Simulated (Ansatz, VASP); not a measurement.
One calculation of Zr4Si3, two programs

File INCAR:

```
SYSTEM = Zr4Si3
  ALGO = Normal
  EDIFF = 1E-6
  ENCUT = 500
  GGA = PE
  GGA_COMPAT = .False.
  ISIF = 2
  ISMEAR = 0
  LASPH = .True.
  LCHARG = .False.
  LREAL = .False.
  LWAVE = .False.
  NBANDS = 39
  NELM = 120
  PREC = Accurate
  SIGMA = 0.1
```

KPOINTS

```
k-points
0
Gamma
  4 4 4
  0 0 0
```

POSCAR

```
Zr4Si3
1.0
   -3.2337032775      3.2337032775      3.2337032775
    3.2337032775     -3.2337032775      3.2337032775
    3.2337032775      3.2337032775     -3.2337032775
Zr Si
4 3
Direct
    0.6038911658      0.6038911658      0.6038911658
    0.0000000000      0.0000000000      0.3961088342
    0.0000000000      0.3961088342      0.0000000000
    0.3961088342      0.0000000000      0.0000000000
    0.0000000000      0.5000000000      0.5000000000
    0.5000000000      0.0000000000      0.5000000000
    0.5000000000      0.5000000000      0.0000000000
```

Input for Ansatz:

```yaml
crystal:
  lattice:
    - [-3.2337032775, 3.2337032775, 3.2337032775]
    - [3.2337032775, -3.2337032775, 3.2337032775]
    - [3.2337032775, 3.2337032775, -3.2337032775]
  atoms:
    - { symbol: Zr, position: [0.6038911658, 0.6038911658, 0.6038911658] }
    - { symbol: Zr, position: [0.0, 0.0, 0.3961088342] }
    - { symbol: Zr, position: [0.0, 0.3961088342, 0.0] }
    - { symbol: Zr, position: [0.3961088342, 0.0, 0.0] }
    - { symbol: Si, position: [0.0, 0.5, 0.5] }
    - { symbol: Si, position: [0.5, 0.0, 0.5] }
    - { symbol: Si, position: [0.5, 0.5, 0.0] }
basis:
  ecutwfc: 420
kpoints:
  mp_grid: { grid: [4, 4, 4] }
hamiltonian:
  xc: pbe
scf:
  occupations: { method: gaussian, width: 0.1 }
  lower_state_search: "off"
output:
  forces: true
  stress: true
  eigenvalues: true
```

Alike in both runs: task single point; functional PBE; k mesh 4 × 4 × 4; occupations gaussian, width 0.1 eV; no spin polarisation.

|  | VASP | Ansatz |
| --- | --- | --- |
| version | VASP 6.6.1 | Ansatz 0.2.0 |
| potentials or method | VASP PAW PBE potentials, release 64 (Zr_sv, Si), cutoff 500 eV | scalar-relativistic, plane waves, PAW |
| valence electrons in the cell | 60 | 60 |

|  | VASP | Ansatz | Ansatz less VASP |
| --- | --- | --- | --- |
| gap on the k mesh at the Fermi level (eV) | none | none | - |
| pressure (GPa) | -0.5 | -0.5 | -0.06 |
| rms of the force components (eV/Å) | 0.034 | 0.035 | +0.0010 |

Atom by atom the forces differ by 0.001 eV/Å (rms over components). A gap of «none» marks a metal or a gap that the smearing closes.
